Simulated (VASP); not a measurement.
# Sn (R-3m) in VASP: notebook, part 2 of 2

VASP 6.6.1. The steps go on from the part before.

**3. Electric field gradients, LDA (equal xy, yz and zx shear strains of -1 %)**

Contents of INCAR:

```
SYSTEM = Sn
PREC = Accurate
ENCUT = 520
EDIFF = 1E-8
ISMEAR = -1
SIGMA = 0.03
LREAL = .FALSE.
LASPH = .TRUE.
NELM = 80
ALGO = Normal
ISIF = 2
LWAVE = .FALSE.
LCHARG = .FALSE.
LEFG = .TRUE.
NBANDS = 21
```

Contents of KPOINTS:

```
Automatic mesh
0
G
  9 9 9
  0 0 0
```

Contents of POSCAR:

```
Sn
1.0
   -0.0324560000      3.2293720000      3.2293720000
    3.2293720000     -0.0324560000      3.2293720000
    3.2293720000      3.2293720000     -0.0324560000
Sn
2
Direct
    0.5000000000      0.5000000000      0.5000000000
    0.7500000000      0.7500000000      0.7500000000
```

Potentials or basis: VASP PAW LDA potentials, release 64 (Sn_d).

Run with:

```
$ cat potpaw_LDA.64/Sn_d/POTCAR > POTCAR
$ mpirun -np 1 vasp_std > vasp.out
```

OUTCAR:

```text
SYSTEM = Sn
   PREC = Accurate
   ENCUT = 520
   EDIFF = 1E-8
   ISMEAR = -1
   LREAL = .FALSE.
   LASPH = .TRUE.
   NELM = 80
   ISIF = 2

 ion  position               nearest neighbor table
   1  0.500  0.500  0.500-   2 2.78   2 2.82   2 2.82   2 2.82
   2  0.750  0.750  0.750-   1 2.78   1 2.82   1 2.82   1 2.82

  LATTYP: Found a trigonal (rhomboedric) cell.
 ALAT       =     4.5671370048
 COS(alpha) =     0.4899250057

  Lattice vectors:

 A1 = (  -0.0324560000,   3.2293720000,   3.2293720000)
 A2 = (   3.2293720000,  -0.0324560000,   3.2293720000)
 A3 = (   3.2293720000,   3.2293720000,  -0.0324560000)

Analysis of symmetry for initial positions (statically):
=====================================================================
 Subroutine PRICEL returns:
 Original cell was already a primitive cell.

 Routine SETGRP: Setting up the symmetry group for a
 trigonal (rhombohedral) supercell.

 Subroutine GETGRP returns: Found 12 space group operations
 (whereof  6 operations were pure point group operations)
 out of a pool of 12 trial point group operations.

The static configuration has the point symmetry C_3v.
 The point group associated with its full space group is D_3d.

Analysis of symmetry for dynamics (positions and initial velocities):
=====================================================================
 Subroutine PRICEL returns:
 Original cell was already a primitive cell.

 Routine SETGRP: Setting up the symmetry group for a
 trigonal (rhombohedral) supercell.

 Subroutine GETGRP returns: Found 12 space group operations
 (whereof  6 operations were pure point group operations)
 out of a pool of 12 trial point group operations.

[... 152 lines left out ...]
 cond. band min:       5.3054544898   @ k =   0.4444  -0.0000  -0.0000
 fundamental gap:      0.0808822270
 Fermi energy:         5.2810696364

 k-point     1 :       0.0000    0.0000    0.0000
  band No.  band energies     occupation
      1     -16.2708      2.00000
      2     -16.2432      2.00000
      3     -16.2432      2.00000
      4     -16.1910      2.00000
      5     -16.1910      2.00000
      6     -15.8866      2.00000
[... 565 lines left out ...]
     20      15.1171      0.00000
     21      15.6021      0.00000

 [... further k-points ...]
[... 5 lines left out ...]
  --------------------------------------------------------------------------------------
  -------------------------------------------------------------------------------------
  Total       -0.1473904     -0.1473904     -0.1473904      0.2135790      0.2135790      0.2135790
  in kB       -3.4538018     -3.4538018     -3.4538018      5.0048006      5.0048006      5.0048006
  external PRESSURE =      -3.4538018 kB  Pullay stress =       0.0000000 kB

 VOLUME and BASIS-vectors are now :
 -----------------------------------------------------------------------------
  energy-cutoff  :      520.00
  volume of cell :       68.37
      direct lattice vectors                 reciprocal lattice vectors
    -0.032456000  3.229372000  3.229372000    -0.152514096  0.154062462  0.154062462
     3.229372000 -0.032456000  3.229372000     0.154062462 -0.152514096  0.154062462
     3.229372000  3.229372000 -0.032456000     0.154062462  0.154062462 -0.152514096

 POSITION                                       TOTAL-FORCE (eV/Angst)
 -----------------------------------------------------------------------------------
      3.21314      3.21314      3.21314        -0.092355     -0.092355     -0.092355
      4.81972      4.81972      4.81972         0.092355      0.092355      0.092355
 -----------------------------------------------------------------------------------
    total drift:                                0.000000      0.000000      0.000000

  FREE ENERGIE OF THE ION-ELECTRON SYSTEM (eV)
  ---------------------------------------------------
  free  energy   TOTEN  =        -8.9342410936 eV

  energy  without entropy=       -8.9332893655  energy(sigma->0) =       -8.93376523

 Electric field gradients (V/A^2)
---------------------------------------------------------------------
 ion       V_xx      V_yy      V_zz      V_xy      V_xz      V_yz
---------------------------------------------------------------------
   1      -0.000     0.000     0.000    -7.722    -7.722    -7.722
   2      -0.000     0.000     0.000    -7.722    -7.722    -7.722
---------------------------------------------------------------------

 Electric field gradients after diagonalization (V/A^2)
 (convention: |V_zz| > |V_xx| > |V_yy|)
----------------------------------------------------------------------
 ion       V_xx      V_yy      V_zz     asymmetry (V_yy - V_xx)/ V_zz
----------------------------------------------------------------------
   1       7.722     7.722   -15.443       0.000
   2       7.722     7.722   -15.443       0.000
----------------------------------------------------------------------

           NMR quadrupolar parameters

 Cq : quadrupolar parameter    Cq=e*Q*V_zz/h
 eta: asymmetry parameters     (V_yy - V_xx)/ V_zz
 Q  : nuclear electric quadrupole moment in mb (millibarn)
----------------------------------------------------------------------
 ion       Cq(MHz)       eta       Q (mb)
----------------------------------------------------------------------
   1      -0.037       0.000       1.000
   2      -0.037       0.000       1.000
----------------------------------------------------------------------
```

OSZICAR:

```text
N       E                     dE             d eps       ncg     rms          rms(c)
DAV:   1     0.232512165466E+03    0.23251E+03   -0.14881E+04  3600   0.196E+03
DAV:   2     0.168142162003E+02   -0.21570E+03   -0.21125E+03  3590   0.450E+02
DAV:   3    -0.820882291176E+01   -0.25023E+02   -0.24877E+02  4178   0.142E+02
DAV:   4    -0.903294606414E+01   -0.82412E+00   -0.82372E+00  4055   0.293E+01
DAV:   5    -0.906129648254E+01   -0.28350E-01   -0.28350E-01  5119   0.531E+00    0.330E+00
DAV:   6    -0.897580400248E+01    0.85492E-01   -0.39151E-02  4651   0.216E+00    0.186E+00
DAV:   7    -0.893357524125E+01    0.42229E-01   -0.60448E-02  3810   0.215E+00    0.146E-01
DAV:   8    -0.893415201622E+01   -0.57677E-03   -0.55777E-03  4135   0.815E-01    0.535E-02
DAV:   9    -0.893424042518E+01   -0.88409E-04   -0.18294E-04  4601   0.995E-02    0.158E-02
DAV:  10    -0.893424069871E+01   -0.27353E-06   -0.13463E-05  4558   0.363E-02    0.368E-03
DAV:  11    -0.893424109473E+01   -0.39603E-06   -0.13787E-06  4316   0.756E-03    0.160E-03
DAV:  12    -0.893424109228E+01    0.24511E-08   -0.10186E-07  4296   0.226E-03    0.425E-04
DAV:  13    -0.893424109363E+01   -0.13442E-08   -0.93436E-09  3117   0.105E-03
   1 F= -.89342411E+01 E0= -.89337652E+01  d E =-.951728E-03
```

It took 82 s on 1 thread of AMD EPYC 9R45 (Zen 5), shared host; peak memory 0.19 GiB.

What came out:

```
Free energy            : -8.9342 eV
Pressure               : -0.3 GPa
Largest force          : 0.160 eV/Å
Band gap on the k mesh : zero (band 14 reaches 5.44 eV, above the bottom of band 15 at 5.19 eV)
```

Forces in eV/Å, atoms in the order of the input:
```
Sn  -0.092 -0.092 -0.092
Sn   0.092  0.092  0.092
```

Levels at points of the mesh, in eV from the Fermi level:
```
           k point  band 10  band 11  band 12  band 13  band 14  band 15  band 16  band 17  band 18  band 19
(0.00, 0.00, 0.00)   -21.14   -10.56    -0.73     0.16     0.16     0.17     2.16     2.16     2.36     4.94
```

Electric field gradients, principal values (V/Å²):
```csv
atom,least,middle,greatest (by size)
1 Sn,7.722,7.722,-15.443
2 Sn,7.722,7.722,-15.443
```

Caveat: the cell differs from its parent crystal (equal xy, yz and zx shear strains of -1 %); without QUAD_EFG the Cq values of the log hold for a quadrupole moment of 1 mb, not for the nuclei; spin-orbit coupling is left out, which moves the levels of the heavy elements.

**4. Electric field gradients, LDA (equal xy, yz and zx shear strains of -1 %)**

INCAR: that of step 3 with these lines changed.

```diff
@@ -13,2 +13,3 @@
 LCHARG = .FALSE.
+GGA = CA
 LEFG = .TRUE.
```

Contents of KPOINTS:

```
regular mesh
0
G
  9 9 9
  0 0 0
```

POSCAR is that of step 3.

Potentials or basis: VASP PAW LDA potentials, release 64 (Sn_d).

Run with:

```
$ cat potpaw_LDA.64/Sn_d/POTCAR > POTCAR
$ mpirun -np 1 vasp_std > vasp.out
```

OUTCAR:

```text
SYSTEM = Sn
   PREC = Accurate
   ENCUT = 520
   EDIFF = 1E-8
   ISMEAR = -1
   LREAL = .FALSE.
   LASPH = .TRUE.
   NELM = 80
   ISIF = 2
   GGA = CA

 ion  position               nearest neighbor table
   1  0.500  0.500  0.500-   2 2.78   2 2.82   2 2.82   2 2.82
   2  0.750  0.750  0.750-   1 2.78   1 2.82   1 2.82   1 2.82

  LATTYP: Found a trigonal (rhomboedric) cell.
 ALAT       =     4.5671370048
 COS(alpha) =     0.4899250057

  Lattice vectors:

[... 790 lines left out ...]

  FREE ENERGIE OF THE ION-ELECTRON SYSTEM (eV)
  ---------------------------------------------------
  free  energy   TOTEN  =        -8.9342410936 eV

  energy  without entropy=       -8.9332893655  energy(sigma->0) =       -8.93376523

 Electric field gradients (V/A^2)
---------------------------------------------------------------------
 ion       V_xx      V_yy      V_zz      V_xy      V_xz      V_yz
---------------------------------------------------------------------
   1      -0.000     0.000     0.000    -7.722    -7.722    -7.722
   2      -0.000     0.000     0.000    -7.722    -7.722    -7.722
---------------------------------------------------------------------

 Electric field gradients after diagonalization (V/A^2)
 (convention: |V_zz| > |V_xx| > |V_yy|)
----------------------------------------------------------------------
 ion       V_xx      V_yy      V_zz     asymmetry (V_yy - V_xx)/ V_zz
----------------------------------------------------------------------
   1       7.722     7.722   -15.443       0.000
   2       7.722     7.722   -15.443       0.000
----------------------------------------------------------------------

           NMR quadrupolar parameters

 Cq : quadrupolar parameter    Cq=e*Q*V_zz/h
 eta: asymmetry parameters     (V_yy - V_xx)/ V_zz
 Q  : nuclear electric quadrupole moment in mb (millibarn)
----------------------------------------------------------------------
 ion       Cq(MHz)       eta       Q (mb)
----------------------------------------------------------------------
   1      -0.037       0.000       1.000
   2      -0.037       0.000       1.000
----------------------------------------------------------------------
```

Wall time 75 s (1 thread of AMD EPYC 9R45 (Zen 5), shared host); peak memory 0.2 GiB.

Results:

| Quantity | Value |
| --- | --- |
| Free energy | -8.9342 eV |
| Pressure | -0.3 GPa |
| Largest force | 0.160 eV/Å |
| Band gap on the k mesh | zero (band 14 reaches 5.44 eV, above the bottom of band 15 at 5.19 eV) |

Forces in eV/Å, atoms in the order of the input:
```
Sn  -0.092 -0.092 -0.092
Sn   0.092  0.092  0.092
```

Electric field gradients, principal values (V/Å²):
```csv
atom,least,middle,greatest (by size)
1 Sn,7.722,7.722,-15.443
2 Sn,7.722,7.722,-15.443
```

Caveat: the cell differs from its parent crystal (equal xy, yz and zx shear strains of -1 %); without QUAD_EFG the Cq values of the log hold for a quadrupole moment of 1 mb, not for the nuclei; spin-orbit coupling is left out, which moves the levels of the heavy elements.
